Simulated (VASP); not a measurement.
# Si3IrRu (P3m1) in VASP: further runs

Si3IrRu is run at these levels: PBE; tasks: single point, relaxation of cell and atoms.

Everything below comes from runs of VASP 6.6.1. Logs are shortened: lines on timing, memory, paths and dates and some standing lists are left out, and cuts for length are marked.

## Step 1: The cell of the first run

Symmetry: P3m1, No. 156, trigonal system. Conventional cell: a = 3.976 Å, b = 3.976 Å, c = 5.315 Å, α = 90.00°, β = 90.00°, γ = 120.00°. Si (site symmetry 3m) has 3 Ru at 2.41 Å and 3 Ir at 2.56 Å and 6 Si at 2.90 to 3.13 Å within 3.2 Å. Si (site symmetry 3m) has 2 Ru at 2.47 to 2.85 Å and 3 Ir at 2.50 Å and 6 Si at 2.70 to 3.13 Å within 3.3 Å. Si (site symmetry 3m) has 2 Ir at 2.40 to 2.91 Å and 3 Ru at 2.53 Å and 6 Si at 2.70 to 2.90 Å within 3.2 Å. Ru (site symmetry 3m) has 8 Si at 2.41 to 2.85 Å and 3 Ir at 2.95 Å within 3.2 Å. Ir (site symmetry 3m) has 8 Si at 2.40 to 2.91 Å and 3 Ru at 2.95 Å within 3.2 Å.

## Step 2: Single point, PBE

INCAR reads:

```
ALGO = Normal
EDIFF = 1E-6
ENCUT = 500
GGA = PE
GGA_COMPAT = False
ISIF = 2
ISMEAR = 0
LASPH = True
LCHARG = False
LREAL = False
LWAVE = False
NBANDS = 26
NELM = 120
PREC = Accurate
SIGMA = 0.1
```

KPOINTS reads:

```
k-points
0
Gamma
  6 6 4
```

POSCAR reads:

```
Si3IrRu
1.0
    3.9762671141      0.0000000000      0.0000000000
   -1.9881335571      3.4435483330      0.0000000000
    0.0000000000      0.0000000000      5.3147540478
Si Ru Ir
3 1 1
Direct
    0.0000000000      0.0000000000      0.9718246445
    0.6666666667      0.3333333333      0.3709077434
    0.3333333333      0.6666666667      0.6370657157
    0.6666666667      0.3333333333      0.8355029027
    0.3333333333      0.6666666667      0.1846989937
```

Potentials or basis: VASP PAW PBE potentials, release 64 (Si, Ru_pv, Ir).

Launch:

```sh
$ cat potpaw_PBE.64/Si/POTCAR potpaw_PBE.64/Ru_pv/POTCAR potpaw_PBE.64/Ir/POTCAR > POTCAR
$ mpirun -np 1 vasp_std > vasp.out
```

OUTCAR:

```text
EDIFF = 1E-6
   ENCUT = 500
   GGA = PE
   ISIF = 2
   ISMEAR = 0
   LASPH = True
   LREAL = False
   NELM = 120
   PREC = Accurate

 ion  position               nearest neighbor table
   1  0.000  0.000  0.972-   4 2.41   4 2.41   4 2.41   5 2.56   5 2.56   5 2.56   3 2.90   3 2.90
                             3 2.90   2 3.13   2 3.13   2 3.13
   2  0.667  0.333  0.371-   4 2.47   5 2.50   5 2.50   5 2.50   3 2.70   3 2.70   3 2.70   4 2.85
                             1 3.13   1 3.13   1 3.13
   3  0.333  0.667  0.637-   5 2.40   4 2.53   4 2.53   4 2.53   2 2.70   2 2.70   2 2.70   1 2.90
                             1 2.90   1 2.90   5 2.91
   4  0.667  0.333  0.836-   1 2.41   1 2.41   1 2.41   2 2.47   3 2.53   3 2.53   3 2.53   2 2.85
                             5 2.95   5 2.95   5 2.95
   5  0.333  0.667  0.185-   3 2.40   2 2.50   2 2.50   2 2.50   1 2.56   1 2.56   1 2.56   3 2.91
                             4 2.95   4 2.95   4 2.95

  LATTYP: Found a hexagonal cell.
 ALAT       =     3.9762671141
 C/A-ratio  =     1.3366189683

  Lattice vectors:

 A1 = (   3.9762671141,   0.0000000000,   0.0000000000)
 A2 = (  -1.9881335571,   3.4435483330,   0.0000000000)
 A3 = (   0.0000000000,   0.0000000000,   5.3147540478)

Analysis of symmetry for initial positions (statically):
=====================================================================
 Subroutine PRICEL returns:
 Original cell was already a primitive cell.

 Routine SETGRP: Setting up the symmetry group for a
 hexagonal supercell.

 Subroutine GETGRP returns: Found  6 space group operations
 (whereof  6 operations were pure point group operations)
 out of a pool of 24 trial point group operations.

The static configuration has the point symmetry C_3v.

Analysis of symmetry for dynamics (positions and initial velocities):
=====================================================================
 Subroutine PRICEL returns:
 Original cell was already a primitive cell.

 Routine SETGRP: Setting up the symmetry group for a
 hexagonal supercell.

 Subroutine GETGRP returns: Found  6 space group operations
 (whereof  6 operations were pure point group operations)
 out of a pool of 24 trial point group operations.

The dynamic configuration has the point symmetry C_3v.

 Subroutine INISYM returns: Found  6 space group operations
 (whereof  6 operations are pure point group operations),
 and found     1 'primitive' translations

----------------------------------------------------------------------------------------

                                     Primitive cell

  volume of cell :      72.7721

  direct lattice vectors                    reciprocal lattice vectors
     3.976267114  0.000000000  0.000000000     0.251492159  0.145199066  0.000000000
    -1.988133557  3.443548333  0.000000000     0.000000000  0.290398131  0.000000000
     0.000000000  0.000000000  5.314754048     0.000000000  0.000000000  0.188155461

  length of vectors
     3.976267114  3.976267114  5.314754048     0.290398131  0.290398131  0.188155461

  position of ions in fractional coordinates (direct lattice)
     0.000000000  0.000000000  0.971824645
     0.666666667  0.333333333  0.370907743
     0.333333333  0.666666667  0.637065716
     0.666666667  0.333333333  0.835502903
     0.333333333  0.666666667  0.184698994

  ion indices of the primitive-cell ions
   primitive index   ion index
                 1           1
                 2           2
                 3           3
                 4           4
                 5           5

----------------------------------------------------------------------------------------

 KPOINTS: k-points

Automatic generation of k-mesh.
 Grid dimensions read from file:
 generate k-points for:    6    6    4

 Generating k-lattice:

  Cartesian coordinates                     Fractional coordinates (reciprocal lattice)
     0.041915360  0.024199844  0.000000000     0.166666667 -0.000000000  0.000000000
     0.000000000  0.048399689  0.000000000     0.000000000  0.166666667  0.000000000
     0.000000000  0.000000000  0.047038865     0.000000000  0.000000000  0.250000000

  Length of vectors
     0.048399689  0.048399689  0.047038865

  Shift w.r.t. Gamma in fractional coordinates (k-lattice)
     0.000000000  0.000000000  0.000000000

 Subroutine IBZKPT returns following result:
 ===========================================

 Found     24 irreducible k-points:

 Following reciprocal coordinates:
            Coordinates               Weight
  0.000000  0.000000  0.000000      1.000000
  0.166667  0.000000  0.000000      6.000000
  0.333333 -0.000000  0.000000      6.000000
  0.500000  0.000000  0.000000      3.000000
  0.166667  0.166667  0.000000      6.000000
  0.333333  0.166667  0.000000     12.000000
[... 16 lines left out ...]
  0.333333  0.166667  0.500000     12.000000
  0.333333  0.333333  0.500000      2.000000
   k-points           NKPTS =     24   k-points in BZ     NKDIM =     24   number of bands    NBANDS=     26
   number of dos      NEDOS =    301   number of ions     NIONS =      5
   total plane-waves  NPLWV =  36000
   dimension x,y,z NGX =    30 NGY =   30 NGZ =   40
   dimension x,y,z NGXF=    60 NGYF=   60 NGZF=   80
   ions per type =               3   1   1
   NGX,Y,Z   is equivalent  to a cutoff of  12.54, 12.54, 12.51 a.u.
   NGXF,Y,Z  is equivalent  to a cutoff of  25.09, 25.09, 25.02 a.u.
 SYSTEM =  unknown system
   PREC   = accura    normal or accurate (medium, high low for compatibility)
   ISTART =      0    job   : 0-new  1-cont  2-samecut
   ICHARG =      2    charge: 1-file 2-atom 10-const
   ISPIN  =      1    spin polarized calculation?
   LNONCOLLINEAR =      F non collinear calculations
   LSORBIT =      F    spin-orbit coupling
   LASPH  =      T    aspherical Exc in radial PAW
   ENCUT  =  500.0 eV  36.75 Ry    6.06 a.u.   7.25  7.25  9.69*2*pi/ulx,y,z
   NELM   =    120;   NELMIN=  2; NELMDL= -5     # of ELM steps
   EDIFF  = 0.1E-05   stopping-criterion for ELM
   LREAL  =      F    real-space projection
   EDIFFG = 0.1E-04   stopping-criterion for IOM
   NSW    =      0    number of steps for IOM
   IBRION =     -1    ionic relax: 0-MD 1-quasi-New 2-CG
   NFREE  =      0    steps in history (QN), initial steepest desc. (CG)
   ISIF   =      2    stress and relaxation
   ISYM   =      2    0-nonsym 1-usesym 2-fastsym
   POTIM  = 0.5000    time-step for ionic-motion
   TEBEG  =    0.0;   TEEND  =   0.0 temperature during run
   PSTRESS=    0.0 pullay stress
   NELECT =      35.0000    total number of electrons
   NUPDOWN=      -1.0000    fix difference up-down
   EMIN   =  10.00;   EMAX   =-10.00  energy-range for DOS
   EFERMI =   0.00;   METHOD = LEGACY
   ISMEAR =     0;   SIGMA  =   0.10  broadening in eV -4-tet -1-fermi 0-gaus
   EFERMI_NEDOS =   21; number of points for ismear=-14 and -15
   IALGO  =     38    algorithm
   IMIX   =      4    mixing-type and parameters
     AMIX     =   0.40;   BMIX     =  1.00
     AMIX_MAG =   1.60;   BMIX_MAG =  1.00
  volume/ion in A,a.u.               =      14.55        98.22
  Fermi-wavevector in a.u.,A,eV,Ry     =   1.282653  2.423863 22.384291  1.645199
  Thomas-Fermi vector in A             =   2.414952
   LORBIT       =      0    0 simple, 1 ext, 2 COOP (PROOUT), +10 PAW based schemes
   GGA     = PE    functional components
   LHFCALC =     F    Hartree Fock is set to
   AEXX    =    0.0000 exact exchange contribution
   IVDW    =     0    specifies the selected vdW correction
   LEPSILON=     F    determine dielectric tensor
   LRPA    =     F    only Hartree local field effects (RPA)
 non-spin polarized calculation
 Gauss-broadening in eV      SIGMA  =   0.10
  energy-cutoff  :      500.00
  volume of cell :       72.77
 maximum number of plane-waves:      1864
 NGX is ok and might be reduce to    30
   NGX = 15   NGY = 15   NGZ = 19

 number of electron      35.0000006 magnetization

 Free energy of the ion-electron system (eV)
  ---------------------------------------------------
  ext. energy  EPLUGINS =         0.00000000
  ---------------------------------------------------
  free energy    TOTEN  =       -36.66980992 eV

  energy without entropy =      -36.66404655  energy(sigma->0) =      -36.66692824

 E-fermi :  10.2076     XC(G=0): -12.0066

 val. band max:       10.2064355863   @ k =   0.1667   0.0000   0.2500
 cond. band min:      10.3002806195   @ k =   0.1667   0.0000   0.0000
 fundamental gap:      0.0938450332
 Fermi energy:        10.2076014088

 k-point     1 :       0.0000    0.0000    0.0000
  band No.  band energies     occupation
      1     -32.4670      2.00000
      2     -32.4670      2.00000
      3     -32.4562      2.00000
      4      -2.6240      2.00000
      5       1.6595      2.00000
      6       1.9807      2.00000
[... 18 lines left out ...]
     25      14.8350      0.00000
     26      17.0435      0.00000

 k-point     2 :       0.1667    0.0000    0.0000
  band No.  band energies     occupation
      1     -32.4708      2.00000
      2     -32.4680      2.00000
      3     -32.4558      2.00000
      4      -2.2546      2.00000
      5       1.7606      2.00000
      6       1.9980      2.00000
[... 18 lines left out ...]
     25      15.5161      0.00000
     26      15.9471      0.00000

 k-point     3 :       0.3333   -0.0000    0.0000
  band No.  band energies     occupation
      1     -32.4783      2.00000
      2     -32.4698      2.00000
      3     -32.4549      2.00000
      4      -1.2186      2.00000
      5       1.5068      2.00000
      6       2.0211      2.00000
[... 572 lines left out ...]
 k-point    23 :       0.3333    0.1667    0.5000
  band No.  band energies     occupation
      1     -32.4801      2.00000
      2     -32.4727      2.00000
      3     -32.4549      2.00000
      4       0.5736      2.00000
      5       0.8658      2.00000
      6       1.9699      2.00000
[... 18 lines left out ...]
     25      16.2905      0.00000
     26      16.8588      0.00000

 k-point    24 :       0.3333    0.3333    0.5000
  band No.  band energies     occupation
      1     -32.4778      2.00000
      2     -32.4772      2.00000
      3     -32.4547      2.00000
      4       1.2297      2.00000
      5       1.4807      2.00000
      6       1.5234      2.00000
[... 18 lines left out ...]
     25      16.1539      0.00000
     26      17.6635      0.00000

------------------------ aborting loop because EDIFF is reached ----------------------------------------

  FORCE on cell =-STRESS in cart. coord.  units (eV):
  Direction    XX          YY          ZZ          XY          YZ          ZX
  --------------------------------------------------------------------------------------
  -------------------------------------------------------------------------------------
  Total       -0.0758491     -0.0758491     -0.6700825      0.0000000      0.0000000     -0.0000000
  in kB       -1.6699215     -1.6699215    -14.7527828      0.0000000      0.0000000     -0.0000000
  external PRESSURE =      -6.0308753 kB  Pullay stress =       0.0000000 kB

 VOLUME and BASIS-vectors are now :
 -----------------------------------------------------------------------------
  energy-cutoff  :      500.00
  volume of cell :       72.77
      direct lattice vectors                 reciprocal lattice vectors
     3.976267114  0.000000000  0.000000000     0.251492159  0.145199066  0.000000000
    -1.988133557  3.443548333  0.000000000     0.000000000  0.290398131  0.000000000
     0.000000000  0.000000000  5.314754048     0.000000000  0.000000000  0.188155461

 POSITION                                       TOTAL-FORCE (eV/Angst)
 -----------------------------------------------------------------------------------
      0.00000      0.00000      5.16501         0.000000     -0.000000     -0.026892
      1.98813      1.14785      1.97128        -0.000000      0.000000      0.041294
     -0.00000      2.29570      3.38585        -0.000000      0.000000      0.015680
      1.98813      1.14785      4.44049         0.000000      0.000000     -0.034378
     -0.00000      2.29570      0.98163        -0.000000      0.000000      0.004295
 -----------------------------------------------------------------------------------
    total drift:                               -0.000000      0.000000      0.000234

  FREE ENERGIE OF THE ION-ELECTRON SYSTEM (eV)
  ---------------------------------------------------
  free  energy   TOTEN  =       -36.6698099238 eV

  energy  without entropy=      -36.6640465470  energy(sigma->0) =      -36.66692824
```

Wall time 46 s (1 thread of Intel Xeon Platinum 8559C (Emerald Rapids), shared host); peak memory 0.2 GiB.

Results:

```yaml
Free_energy: -36.6698 eV
Pressure: -0.6 GPa
Largest_force: 0.041 eV/Å
Band_gap_on_the_k_mesh: zero (an odd number of electrons rules out a gap without spin polarisation)
```

Forces in eV/Å, atoms in the order of the input:
```
Si   0.000  0.000 -0.027
Si   0.000  0.000  0.041
Si   0.000  0.000  0.016
Ru   0.000  0.000 -0.034
Ir   0.000  0.000  0.004
```

Stress tensor (GPa, compression positive):
```
-0.17  0.00  0.00
 0.00 -0.17  0.00
 0.00  0.00 -1.48
```

Levels at points of the mesh, in eV from the Fermi level:
| k point | band 14 | band 15 | band 16 | band 17 | band 18 | band 19 | band 20 | band 21 | band 22 | band 23 |
| --- | --- | --- | --- | --- | --- | --- | --- | --- | --- | --- |
| (0.00, 0.00, 0.00) | -1.49 | -1.49 | -1.20 | 0.53 | 1.47 | 1.47 | 1.49 | 3.41 | 3.41 | 3.93 |
| (0.50, 0.00, 0.00) | -2.85 | -2.75 | -2.54 | -1.99 | -1.16 | 1.64 | 1.81 | 3.09 | 3.21 | 4.67 |
| (0.00, 0.00, 0.50) | -2.44 | -2.02 | -2.02 | 1.32 | 1.32 | 1.56 | 2.90 | 3.71 | 3.71 | 4.43 |
| (0.50, 0.00, 0.50) | -2.95 | -2.41 | -1.83 | -0.85 | -0.76 | 1.80 | 1.96 | 3.08 | 3.76 | 5.17 |

Caveat: spin-orbit coupling is left out, which moves the levels of the heavy elements.

## Step 3: Relaxation of cell and atoms, PBE

This run uses another cell than the first one, of 13.91 Å³/atom.

INCAR reads:

```
ALGO = Normal
EDIFF = 1E-7
EDIFFG = -0.08
ENCUT = 500
GGA = PE
GGA_COMPAT = F
IBRION = 2
ISIF = 3
ISMEAR = 0
LASPH = T
LCHARG = F
LREAL = F
LWAVE = F
NELM = 120
NELMIN = 4
NSW = 36
PREC = Accurate
SIGMA = 0.2
```

KPOINTS reads:

```
k-points
0
Gamma
  5 5 3
```

POSCAR reads:

```
Si3IrRu
1.0
    4.0400000000      0.0000000000      0.0000000000
   -2.0200000000      3.4987426300      0.0000000000
    0.0000000000      0.0000000000      4.9200000000
Si Ru Ir
3 1 1
Direct
    0.0000000000      0.0000000000      0.0000000000
    0.6666666700      0.3333333300      0.3520000000
    0.3333333300      0.6666666700      0.6480000000
    0.6666666700      0.3333333300      0.8510000000
    0.3333333300      0.6666666700      0.1490000000
```

Potentials or basis: VASP PAW PBE potentials, release 64 (Si, Ru_pv, Ir).

Launch:

```sh
$ cat potpaw_PBE.64/Si/POTCAR potpaw_PBE.64/Ru_pv/POTCAR potpaw_PBE.64/Ir/POTCAR > POTCAR
$ mpirun -np 1 vasp_std > vasp.out
```

Wall time 3.2 min (1 thread of Intel Xeon Platinum 8559C (Emerald Rapids), shared host); peak memory 0.2 GiB.

It converged, with:

- Free energy: -36.6656 eV
- Relaxed volume: 14.54 Å³/atom
- Relaxed cell: a = 3.977 Å, b = 3.977 Å, c = 5.306 Å, α = 90.00°, β = 90.00°, γ = 120.00°
- Space group after relaxing (to 0.1 Å): P3m1 (No. 156)
- Energy gained by relaxing: 77.6 meV/atom
- Ionic steps: 13
- Pressure after relaxing: 0.2 GPa
- Largest force after relaxing: 0.063 eV/Å
- Band gap on the k mesh: zero (an odd number of electrons rules out a gap without spin polarisation)

Forces on the atoms (eV/Å):
```
Si   0.000  0.000 -0.039
Si   0.000  0.000 -0.005
Si   0.000  0.000  0.063
Ru   0.000  0.000 -0.007
Ir   0.000  0.000 -0.012
```

Stress tensor (GPa, compression positive):
```
0.15 0.00 0.00
0.00 0.15 0.00
0.00 0.00 0.35
```

The path:
| step | energy change (eV) | largest force (eV/Å) | pressure (GPa) | volume (Å³) |
| --- | --- | --- | --- | --- |
| 1 | 0.0000 | 1.9381 | 12.22 | 69.54 |
| 2 | 0.1959 | 0.4375 | -16.17 | 80.78 |
| 3 | -0.2310 | 0.6527 | -2.34 | 73.90 |
| 4 | -0.2313 | 0.6839 | -1.93 | 73.75 |
| 5 | -0.2696 | 0.3070 | 0.56 | 72.73 |
| 6 | -0.2711 | 0.2976 | 1.25 | 72.48 |
| 7 | -0.3056 | 0.2303 | 0.55 | 72.66 |
| 8 | -0.3722 | 0.5171 | -0.77 | 73.09 |
| 9 | -0.3834 | 0.2079 | 1.22 | 72.34 |
| 10 | -0.3847 | 0.2163 | 0.71 | 72.52 |
| 11 | -0.3869 | 0.1130 | -0.85 | 73.06 |
| 12 | -0.3874 | 0.0918 | -0.40 | 72.91 |
| 13 | -0.3881 | 0.0629 | 0.22 | 72.69 |

Final structure:
```
CELL_PARAMETERS angstrom
3.97750 0.00000 0.00000
-1.98875 3.44461 0.00000
0.00000 0.00000 5.30552
ATOMIC_POSITIONS crystal
Si 0.00000 0.00000 0.97526
Si 0.66667 0.33333 0.37212
Si 0.33333 0.66667 0.63545
Ru 0.66667 0.33333 0.83449
Ir 0.33333 0.66667 0.18268
```

Levels at points of the mesh, in eV from the Fermi level:
| k point | band 13 | band 14 | band 15 | band 16 | band 17 | band 18 | band 19 | band 20 | band 21 |
| --- | --- | --- | --- | --- | --- | --- | --- | --- | --- |
| (0.00, 0.00, 0.00) | -2.53 | -1.41 | -1.41 | -1.11 | 0.63 | 1.52 | 1.52 | 1.56 | 3.49 |

Caveat: the k points lie up to 0.39 Å⁻¹ apart in the final cell, too coarse for converged energies and pressures of a metal; spin-orbit coupling is left out, which moves the levels of the heavy elements; the relaxation stopped at a loose force limit of 0.08 eV/Å, so its end isn't a converged minimum.

The gap in the log of VASP goes by the Fermi energy; the results here count the filled bands.